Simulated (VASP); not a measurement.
# Ti16C (a cell with a defect) in VASP: single point with PBE

Aim: the single point of Ti16C (a cell with a defect) with PBE.

Everything below comes from runs of VASP 6.6.1. Logs are shortened: lines on timing, memory, paths and dates and some standing lists are left out, and cuts for length are marked.

## 1. The cell of the first run

The cell holds a defect, 17 atoms: a = 7.122 Å, b = 7.122 Å, c = 7.122 Å, α = 109.47°, β = 109.47°, γ = 109.47°.

## 2. Single point, PBE

The input, INCAR:

```
PREC = Accurate
ENCUT = 520
EDIFF = 1E-6
ISMEAR = 0
SIGMA = 0.1
LREAL = Auto
LASPH = T
NELM = 100
ALGO = Normal
ISIF = 2
LWAVE = F
LCHARG = F
GGA = PE
NBANDS = 112
```

The input, KPOINTS:

```
Automatic mesh
0
Gamma
  4 4 4
  0.5 0.5 0.5
```

The input, POSCAR:

```
Ti16C
1.0
   -4.1120350457     -4.1120350457     -4.1120350457
   -4.1120350457      4.1120350457      4.1120350457
    4.1120350457      4.1120350457     -4.1120350457
Ti C
16 1
Direct
    0.7597386611     -0.0103933939      0.2537899090
    0.5121130965     -0.0053233982      0.5096675920
    0.2155617572     -0.0368303038      0.6914564123
    0.7769142200      0.5216738126      0.7739896340
    0.6996941826      0.2258466890      0.0001170953
    0.5236043653      0.2711134481      0.3082868910
    0.2513775998      0.2459633706      0.5020692861
    0.0092750912      0.2643869733      0.7637926149
   -0.0102657199      0.0192842471     -0.0001494394
    0.7492572329      0.7433877547      0.4980476765
    0.5058569484      0.7359420497      0.7462283190
    0.4919865657      0.5029754068      0.0001674353
    0.2452096076      0.5004293439      0.2361411051
    0.0019404018      0.4851445763      0.4904074206
    0.2687630304      0.7833786590     -0.0002501195
    0.0049509549      0.7496749093      0.2263200556
    0.2857703028      0.2117005304     -0.0001063950
```

Potentials or basis: VASP PAW PBE potentials, release 64 (Ti_sv, C).

On the command line:

```bash
> cat potpaw_PBE.64/Ti_sv/POTCAR potpaw_PBE.64/C/POTCAR > POTCAR
> mpirun -np 1 vasp_std > vasp.out
```

OUTCAR:

```text
PREC = Accurate
   ENCUT = 520
   EDIFF = 1E-6
   ISMEAR = 0
   LREAL = Auto
   LASPH = T
   NELM = 100
   ISIF = 2
   GGA = PE

 ion  position               nearest neighbor table
   1  0.760  0.990  0.254-   9 2.83  16 2.83  12 2.83  10 2.85   7 2.86  15 2.87   5 2.88  14 2.88

   2  0.512  0.995  0.510-   6 2.79   3 2.81  10 2.84   5 2.88  13 2.88  11 2.88   8 2.89
   3  0.216  0.963  0.691-  17 2.07  16 2.71  10 2.72   7 2.76  14 2.79   2 2.81   5 2.85  15 2.87

   4  0.777  0.522  0.774-  16 2.63   6 2.71  11 2.83   8 2.85  15 2.87  10 2.90   9 2.90
   5  0.700  0.226  0.000-  12 2.83   3 2.85   6 2.85  11 2.88   1 2.88  14 2.88   2 2.88   9 2.91

   6  0.524  0.271  0.308-  17 2.07   4 2.71   7 2.72  10 2.76   2 2.79  14 2.81   5 2.85  15 2.87

   7  0.251  0.246  0.502-   6 2.72   3 2.76  14 2.84  11 2.85   1 2.86  16 2.89  12 2.90
   8  0.009  0.264  0.764-  17 2.36  13 2.75   9 2.80  12 2.81   4 2.85  14 2.88   2 2.89
   9  0.990  0.019  1.000-  17 2.10  13 2.80   8 2.80  11 2.83   1 2.83  16 2.90   4 2.90   5 2.91

  10  0.749  0.743  0.498-   3 2.72   6 2.76   2 2.84   1 2.85  11 2.86  12 2.90   4 2.90
  11  0.506  0.736  0.746-   9 2.83   4 2.83  12 2.84   7 2.85  10 2.86  15 2.87   5 2.88   2 2.88

  12  0.492  0.503  0.000-  17 2.10   8 2.81  13 2.81   5 2.83   1 2.83  11 2.84  10 2.90   7 2.90

  13  0.245  0.500  0.236-  17 2.36   8 2.75   9 2.80  12 2.81  16 2.85   2 2.88  14 2.90
  14  0.002  0.485  0.490-   3 2.79   6 2.81   7 2.84   5 2.88   8 2.88   1 2.88  13 2.90
  15  0.269  0.783  1.000-  16 2.86   4 2.87  11 2.87   6 2.87   1 2.87   3 2.87
  16  0.005  0.750  0.226-   4 2.63   3 2.71   1 2.83  13 2.85  15 2.86   7 2.89   9 2.90
  17  0.286  0.212  1.000-   3 2.07   6 2.07   9 2.10  12 2.10   8 2.36  13 2.36

  LATTYP: Found a body centered cubic cell.
 ALAT       =     8.2240700914

  Lattice vectors:

 A1 = (  -4.1120350457,  -4.1120350457,  -4.1120350457)
 A2 = (  -4.1120350457,   4.1120350457,   4.1120350457)
 A3 = (   4.1120350457,   4.1120350457,  -4.1120350457)

Analysis of symmetry for initial positions (statically):
=====================================================================
 Subroutine PRICEL returns:
 Original cell was already a primitive cell.

 Routine SETGRP: Setting up the symmetry group for a
 body centered cubic supercell.

 Subroutine GETGRP returns: Found  1 space group operations
 (whereof  1 operations were pure point group operations)
 out of a pool of 48 trial point group operations.

The static configuration has the point symmetry C_1 .

Analysis of symmetry for dynamics (positions and initial velocities):
=====================================================================
 Subroutine PRICEL returns:
 Original cell was already a primitive cell.

 Routine SETGRP: Setting up the symmetry group for a
 body centered cubic supercell.

 Subroutine GETGRP returns: Found  1 space group operations
 (whereof  1 operations were pure point group operations)
 out of a pool of 48 trial point group operations.

The dynamic configuration has the point symmetry C_1 .

 Subroutine INISYM returns: Found  1 space group operations
 (whereof  1 operations are pure point group operations),
 and found     1 'primitive' translations

----------------------------------------------------------------------------------------

                                     Primitive cell

  volume of cell :     278.1188

  direct lattice vectors                    reciprocal lattice vectors
    -4.112035046 -4.112035046 -4.112035046    -0.121594294  0.000000000 -0.121594294
    -4.112035046  4.112035046  4.112035046    -0.121594294  0.121594294  0.000000000
     4.112035046  4.112035046 -4.112035046     0.000000000  0.121594294 -0.121594294

  length of vectors
     7.122253622  7.122253622  7.122253622     0.171960300  0.171960300  0.171960300

  position of ions in fractional coordinates (direct lattice)
     0.759738661  0.989606606  0.253789909
     0.512113097  0.994676602  0.509667592
     0.215561757  0.963169696  0.691456412
     0.776914220  0.521673813  0.773989634
     0.699694183  0.225846689  0.000117095
     0.523604365  0.271113448  0.308286891
[... 9 lines left out ...]
     0.004950955  0.749674909  0.226320056
     0.285770303  0.211700530  0.999893605

  ion indices of the primitive-cell ions
   primitive index   ion index
                 1           1
                 2           2
                 3           3
                 4           4
                 5           5
                 6           6
[... 9 lines left out ...]
                16          16
                17          17

----------------------------------------------------------------------------------------

 KPOINTS: Automatic mesh

Automatic generation of k-mesh.
 Grid dimensions read from file:
 generate k-points for:    4    4    4

 Generating k-lattice:

  Cartesian coordinates                     Fractional coordinates (reciprocal lattice)
    -0.030398574  0.000000000 -0.030398574     0.250000000  0.000000000  0.000000000
    -0.030398574  0.030398574  0.000000000     0.000000000  0.250000000  0.000000000
     0.000000000  0.030398574 -0.030398574     0.000000000  0.000000000  0.250000000

  Length of vectors
     0.042990075  0.042990075  0.042990075

  Shift w.r.t. Gamma in fractional coordinates (k-lattice)
     0.500000000  0.500000000  0.500000000

 Subroutine IBZKPT returns following result:
 ===========================================

 Found     32 irreducible k-points:

 Following reciprocal coordinates:
            Coordinates               Weight
  0.125000  0.125000  0.125000      2.000000
  0.375000 -0.125000 -0.125000      2.000000
  0.125000  0.125000 -0.375000      2.000000
 -0.125000  0.375000 -0.125000      2.000000
  0.375000  0.125000  0.125000      2.000000
  0.125000  0.375000  0.125000      2.000000
[... 16 lines left out ...]
  0.375000  0.125000 -0.125000      2.000000
 -0.125000  0.125000  0.375000      2.000000
 [... further k-points ...]
   k-points           NKPTS =     32   k-points in BZ     NKDIM =     32   number of bands    NBANDS=    112
   number of dos      NEDOS =    301   number of ions     NIONS =     17
   total plane-waves  NPLWV = 157464
   dimension x,y,z NGX =    54 NGY =   54 NGZ =   54
   dimension x,y,z NGXF=   108 NGYF=  108 NGZF=  108
   ions per type =              16   1
   NGX,Y,Z   is equivalent  to a cutoff of  12.60, 12.60, 12.60 a.u.
   NGXF,Y,Z  is equivalent  to a cutoff of  25.21, 25.21, 25.21 a.u.
 SYSTEM =  unknown system
   PREC   = accura    normal or accurate (medium, high low for compatibility)
   ISTART =      0    job   : 0-new  1-cont  2-samecut
   ICHARG =      2    charge: 1-file 2-atom 10-const
   ISPIN  =      1    spin polarized calculation?
   LNONCOLLINEAR =      F non collinear calculations
   LSORBIT =      F    spin-orbit coupling
   LASPH  =      T    aspherical Exc in radial PAW
   ENCUT  =  520.0 eV  38.22 Ry    6.18 a.u.  13.24 13.24 13.24*2*pi/ulx,y,z
   NELM   =    100;   NELMIN=  2; NELMDL= -5     # of ELM steps
   EDIFF  = 0.1E-05   stopping-criterion for ELM
   LREAL  =      T    real-space projection
   EDIFFG = 0.1E-04   stopping-criterion for IOM
   NSW    =      0    number of steps for IOM
   IBRION =     -1    ionic relax: 0-MD 1-quasi-New 2-CG
   NFREE  =      0    steps in history (QN), initial steepest desc. (CG)
   ISIF   =      2    stress and relaxation
   ISYM   =      2    0-nonsym 1-usesym 2-fastsym
   POTIM  = 0.5000    time-step for ionic-motion
   TEBEG  =    0.0;   TEEND  =   0.0 temperature during run
   PSTRESS=    0.0 pullay stress
   NELECT =     196.0000    total number of electrons
   NUPDOWN=      -1.0000    fix difference up-down
   EMIN   =  10.00;   EMAX   =-10.00  energy-range for DOS
   EFERMI =   0.00;   METHOD = LEGACY
   ISMEAR =     0;   SIGMA  =   0.10  broadening in eV -4-tet -1-fermi 0-gaus
   EFERMI_NEDOS =   21; number of points for ismear=-14 and -15
   IALGO  =     38    algorithm
   IMIX   =      4    mixing-type and parameters
     AMIX     =   0.40;   BMIX     =  1.00
     AMIX_MAG =   1.60;   BMIX_MAG =  1.00
  volume/ion in A,a.u.               =      16.36       110.40
  Fermi-wavevector in a.u.,A,eV,Ry     =   1.456856  2.753059 28.877417  2.122430
  Thomas-Fermi vector in A             =   2.573726
   LORBIT       =      0    0 simple, 1 ext, 2 COOP (PROOUT), +10 PAW based schemes
   GGA     = PE    functional components
   LHFCALC =     F    Hartree Fock is set to
   AEXX    =    0.0000 exact exchange contribution
   IVDW    =     0    specifies the selected vdW correction
   LEPSILON=     F    determine dielectric tensor
   LRPA    =     F    only Hartree local field effects (RPA)
 non-spin polarized calculation
 Gauss-broadening in eV      SIGMA  =   0.10
  energy-cutoff  :      520.00
  volume of cell :      278.12
 maximum number of plane-waves:      7507
 NGX is ok and might be reduce to    54
   NGX = 27   NGY = 27   NGZ = 27

 number of electron     195.9999997 magnetization

 Free energy of the ion-electron system (eV)
  ---------------------------------------------------
  ext. energy  EPLUGINS =         0.00000000
  ---------------------------------------------------
  free energy    TOTEN  =      -134.50280949 eV

  energy without entropy =     -134.36945021  energy(sigma->0) =     -134.43612985

 E-fermi :   8.3628     XC(G=0): -11.6244

 val. band max:        8.3620310409   @ k =   0.1250  -0.3750  -0.3750
 cond. band min:       8.3636981493   @ k =  -0.3750   0.1250  -0.3750
 fundamental gap:      0.0016671084
 Fermi energy:         8.3628411387

 k-point     1 :       0.1250    0.1250    0.1250
  band No.  band energies     occupation
      1     -48.3545      2.00000
      2     -48.3298      2.00000
      3     -48.2492      2.00000
      4     -48.2137      2.00000
      5     -48.1775      2.00000
      6     -48.1697      2.00000
[... 102 lines left out ...]
    109       9.2060      0.00000
    110       9.3443      0.00000

 k-point     2 :       0.3750   -0.1250   -0.1250
  band No.  band energies     occupation
      1     -48.3549      2.00000
      2     -48.3297      2.00000
      3     -48.2513      2.00000
      4     -48.2021      2.00000
      5     -48.1864      2.00000
      6     -48.1721      2.00000
[... 2478 lines left out ...]
 k-point    24 :      -0.1250    0.1250    0.3750
  band No.  band energies     occupation
      1     -48.3535      2.00000
      2     -48.3291      2.00000
      3     -48.2448      2.00000
      4     -48.2229      2.00000
      5     -48.1714      2.00000
      6     -48.1695      2.00000
[... 102 lines left out ...]
    109       9.2397      0.00000
    110       9.3106      0.00000

 [... further k-points ...]

 [bands above 110 left out]

------------------------ aborting loop because EDIFF is reached ----------------------------------------

  FORCE on cell =-STRESS in cart. coord.  units (eV):
  Direction    XX          YY          ZZ          XY          YZ          ZX
  --------------------------------------------------------------------------------------
  -------------------------------------------------------------------------------------
  Total        4.4961546      2.4999528      2.4667742     -0.3740510     -2.8184563     -0.4260184
  in kB       25.9012908     14.4016410     14.2105067     -2.1548197    -16.2364648     -2.4541918
  external PRESSURE =      18.1711461 kB  Pullay stress =       0.0000000 kB

 VOLUME and BASIS-vectors are now :
 -----------------------------------------------------------------------------
  energy-cutoff  :      520.00
  volume of cell :      278.12
      direct lattice vectors                 reciprocal lattice vectors
    -4.112035046 -4.112035046 -4.112035046    -0.121594294  0.000000000 -0.121594294
    -4.112035046  4.112035046  4.112035046    -0.121594294  0.121594294  0.000000000
     4.112035046  4.112035046 -4.112035046     0.000000000  0.121594294 -0.121594294

 POSITION                                       TOTAL-FORCE (eV/Angst)
 -----------------------------------------------------------------------------------
     -6.14978      1.98882     -0.09837        -0.012434      0.098014     -0.028432
     -4.10020      4.08009     -0.11145        -0.003711      0.014777      0.021104
     -2.00369      5.91748      0.23090        -0.008944      0.184305     -0.247452
     -2.15717      2.13311     -4.23223         0.074432     -0.169345      0.030352
     -3.80538     -1.94800     -1.94896        -0.301366     -0.110196     -0.111153
     -2.00022      0.22943     -2.30594        -0.010463     -0.254019      0.184695
[... 9 lines left out ...]
     -2.17241      3.99297      2.13169         0.077270      0.048892     -0.167506
      2.06598      3.80702     -4.41618        -0.061587      0.741664      0.747168
 -----------------------------------------------------------------------------------
    total drift:                                0.041181      0.008077     -0.024883

  FREE ENERGIE OF THE ION-ELECTRON SYSTEM (eV)
  ---------------------------------------------------
  free  energy   TOTEN  =      -134.5028094912 eV

  energy  without entropy=     -134.3694502100  energy(sigma->0) =     -134.43612985
```

It took 30 min on 1 thread of Intel Xeon 6975P-C (Granite Rapids), shared host; peak memory 0.77 GiB.

What came out:

| Quantity | Value |
| --- | --- |
| Free energy | -134.5028 eV |
| Pressure | 1.8 GPa |
| Largest force | 1.055 eV/Å |
| Band gap on the k mesh | zero (bands 98 and 99 overlap by 0.20 eV) |

Forces in eV/Å, atoms in the order of the input:
```
Ti  -0.012  0.098 -0.028
Ti  -0.004  0.015  0.021
Ti  -0.009  0.184 -0.247
Ti   0.074 -0.169  0.030
Ti  -0.301 -0.110 -0.111
Ti  -0.010 -0.254  0.185
Ti  -0.008 -0.056 -0.048
Ti   0.009 -0.050 -0.206
Ti   0.339 -0.035 -0.036
Ti  -0.002 -0.048 -0.049
Ti  -0.013 -0.031  0.101
Ti  -0.385 -0.022 -0.022
Ti   0.007 -0.206 -0.051
Ti  -0.003  0.025  0.010
Ti   0.303 -0.131 -0.129
Ti   0.077  0.049 -0.168
C   -0.062  0.742  0.747
```
